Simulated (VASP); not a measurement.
# Al3BAs4 (P-43m) in VASP: notebook, part 2 of 3

VASP 6.6.1. The steps go on from the part before.

**4. Relaxation of cell and atoms, PBE**

INCAR

```
PREC = Accurate ; ENCUT = 600
EDIFF = 1E-7 ; ISMEAR = 0
SIGMA = 0.1 ; LREAL = False
LASPH = True ; NELM = 80
ALGO = Normal ; ISIF = 3
LWAVE = False ; LCHARG = False
GGA = PE ; IBRION = 2
NSW = 90 ; EDIFFG = -0.04
```

KPOINTS

```
Automatic mesh
0
Gamma
  4 4 4
```

POSCAR

```
Al3BAs4
1.0
    5.3139735700      0.0000000000      0.0000000000
    0.0000000000      5.3139735700      0.0000000000
    0.0000000000      0.0000000000      5.3139735700
Al B As
3 1 4
Direct
    0.5000000000      0.0000000000      0.5000000000
    0.5000000000      0.5000000000      0.0000000000
    0.0000000000      0.5000000000      0.5000000000
    0.0000000000      0.0000000000      0.0000000000
    0.2500000000      0.7500000000      0.7500000000
    0.2500000000      0.2500000000      0.2500000000
    0.7500000000      0.7500000000      0.2500000000
    0.7500000000      0.2500000000      0.7500000000
```

Potentials or basis: VASP PAW PBE potentials, release 64 (Al, B, As).

On the command line:

```console
$ cat potpaw_PBE.64/Al/POTCAR potpaw_PBE.64/B/POTCAR potpaw_PBE.64/As/POTCAR > POTCAR
$ mpirun -np 1 vasp_std > vasp.out
```

OUTCAR:

```text
PREC = Accurate
   ENCUT = 600
   EDIFF = 1E-7
   ISMEAR = 0
   LREAL = False
   LASPH = True
   NELM = 80
   ISIF = 3
   GGA = PE
   IBRION = 2
   NSW = 90
   EDIFFG = -0.04

 ion  position               nearest neighbor table
   1  0.500  0.000  0.500-   5 2.30   6 2.30   7 2.30   8 2.30
   2  0.500  0.500  0.000-   5 2.30   6 2.30   7 2.30   8 2.30
   3  0.000  0.500  0.500-   5 2.30   6 2.30   7 2.30   8 2.30
   4  0.000  0.000  0.000-   5 2.30   6 2.30   7 2.30   8 2.30
   5  0.250  0.750  0.750-   1 2.30   2 2.30   3 2.30   4 2.30
   6  0.250  0.250  0.250-   1 2.30   2 2.30   3 2.30   4 2.30
   7  0.750  0.750  0.250-   1 2.30   2 2.30   3 2.30   4 2.30
   8  0.750  0.250  0.750-   1 2.30   2 2.30   3 2.30   4 2.30

  LATTYP: Found a simple cubic cell.
 ALAT       =     5.3139735700

  Lattice vectors:

 A1 = (   5.3139735700,   0.0000000000,   0.0000000000)
 A2 = (   0.0000000000,   5.3139735700,   0.0000000000)
 A3 = (   0.0000000000,   0.0000000000,   5.3139735700)

Analysis of symmetry for initial positions (statically):
=====================================================================
 Subroutine PRICEL returns:
 Original cell was already a primitive cell.

 Routine SETGRP: Setting up the symmetry group for a
 simple cubic supercell.
[... 168 lines left out ...]

  FORCE on cell =-STRESS in cart. coord.  units (eV):
  Direction    XX          YY          ZZ          XY          YZ          ZX
  --------------------------------------------------------------------------------------
  -------------------------------------------------------------------------------------
  Total       13.0888294     13.0888294     13.0888294      0.0000000     -0.0000000      0.0000000
  in kB      139.7504511    139.7504511    139.7504511      0.0000000     -0.0000000      0.0000000
  external PRESSURE =     139.7504511 kB  Pullay stress =       0.0000000 kB
[... 71 lines left out ...]
--------------------------------------- Ionic step        3  -------------------------------------------

 number of electron      32.0000002 magnetization

 E-fermi :   3.9331     XC(G=0):  -9.0407

 val. band max:        3.7025847648   @ k =   0.0000   0.0000   0.0000
 cond. band min:       4.1406058235   @ k =   0.5000   0.5000   0.5000
 fundamental gap:      0.4380210586
 Fermi energy:         3.9331081147

 k-point     1 :       0.0000    0.0000    0.0000
  band No.  band energies     occupation
      1      -8.4275      2.00000
      2      -6.3178      2.00000
      3      -6.3178      2.00000
      4      -6.3178      2.00000
      5      -2.8863      2.00000
      6      -1.7920      2.00000
[... 312 lines left out ...]
--------------------------------------- Ionic step        5  -------------------------------------------

 number of electron      31.9999996 magnetization

 Free energy of the ion-electron system (eV)
  ---------------------------------------------------
  ext. energy  EPLUGINS =         0.00000000
  ---------------------------------------------------
  free energy    TOTEN  =       -38.50869564 eV

  energy without entropy =      -38.50869328  energy(sigma->0) =      -38.50869446

 E-fermi :   4.5095     XC(G=0):  -9.2409

 val. band max:        4.2323254082   @ k =   0.0000   0.0000   0.0000
 cond. band min:       4.7673509001   @ k =   0.5000   0.5000   0.5000
 fundamental gap:      0.5350254919
 Fermi energy:         4.5095017510

 k-point     1 :       0.0000    0.0000    0.0000
  band No.  band energies     occupation
      1      -8.3967      2.00000
      2      -5.9661      2.00000
      3      -5.9661      2.00000
      4      -5.9661      2.00000
      5      -2.9865      2.00000
      6      -1.3481      2.00000
[... 264 lines left out ...]
  FREE ENERGIE OF THE ION-ELECTRON SYSTEM (eV)
  ---------------------------------------------------
  free  energy   TOTEN  =       -38.5086956400 eV

  energy  without entropy=      -38.5086932792  energy(sigma->0) =      -38.50869446

 reached required accuracy - stopping structural energy minimisation
```

CONTCAR:

```text
Al3BAs4
   1.00000000000000
     5.5104737406493953   -0.0000000000000000    0.0000000000000000
     0.0000000000000000    5.5104737406493953    0.0000000000000000
    -0.0000000000000000    0.0000000000000000    5.5104737406493953
  Al              B               As
     3     1     4
Direct
     0.5000000000000000    0.0000000000000000    0.5000000000000000
     0.5000000000000000    0.5000000000000000    0.0000000000000000
     0.0000000000000000    0.5000000000000000    0.5000000000000000
     0.0000000000000000    0.0000000000000000    0.0000000000000000
     0.2275512965576464    0.7724487034423536    0.7724487034423536
     0.2275512965576464    0.2275512965576464    0.2275512965576464
     0.7724487034423536    0.7724487034423536    0.2275512965576464
     0.7724487034423536    0.2275512965576464    0.7724487034423536

  0.00000000E+00  0.00000000E+00  0.00000000E+00
  0.00000000E+00  0.00000000E+00  0.00000000E+00
  0.00000000E+00  0.00000000E+00  0.00000000E+00
  0.00000000E+00  0.00000000E+00  0.00000000E+00
  0.00000000E+00  0.00000000E+00  0.00000000E+00
  0.00000000E+00  0.00000000E+00  0.00000000E+00
  0.00000000E+00  0.00000000E+00  0.00000000E+00
  0.00000000E+00  0.00000000E+00  0.00000000E+00
```

It took 2.5 min on 1 thread of Intel Xeon Platinum 8259CL at 2.50GHz (Skylake/Cascade Lake), shared host; peak memory 0.28 GiB.

Results:

- Free energy: -38.5087 eV
- Relaxed volume: 20.92 Å³/atom
- Relaxed cell: a = 5.510 Å, b = 5.510 Å, c = 5.510 Å, α = 90.00°, β = 90.00°, γ = 90.00°
- Space group after relaxing (to 0.1 Å): P-43m (No. 215)
- Energy gained by relaxing: 227.7 meV/atom
- Ionic steps: 5
- Pressure after relaxing: 0.1 GPa
- Band gap on the k mesh: 0.54 eV (least direct gap 1.11 eV)

The path:
```
step  energy change (eV)  largest force (eV/Å)  pressure (GPa)  volume (Å³)
   1              0.0000                2.8052           13.98       150.06
   2             -1.2381                0.5674           -6.71       188.47
   3             -1.4783                1.1022           -2.56       175.80
   4             -1.7453                0.5735           -1.33       171.24
   5             -1.8216                0.0331            0.13       167.33
```

Final structure:
```cif
data_structure
_symmetry_space_group_name_H-M 'P 1'
_symmetry_Int_Tables_number 1
_cell_length_a 5.5105
_cell_length_b 5.5105
_cell_length_c 5.5105
_cell_angle_alpha 90.000
_cell_angle_beta 90.000
_cell_angle_gamma 90.000
_cell_volume 167.33
loop_
_atom_site_label
_atom_site_type_symbol
_atom_site_fract_x
_atom_site_fract_y
_atom_site_fract_z
_atom_site_occupancy
Al1 Al 0.50000 0.00000 0.50000 1
Al2 Al 0.50000 0.50000 0.00000 1
Al3 Al 0.00000 0.50000 0.50000 1
B1 B 0.00000 0.00000 0.00000 1
As1 As 0.22755 0.77245 0.77245 1
As2 As 0.22755 0.22755 0.22755 1
As3 As 0.77245 0.77245 0.22755 1
As4 As 0.77245 0.22755 0.77245 1
```

A k mesh can miss the band edges.

(Continued in part 3 of 3.)
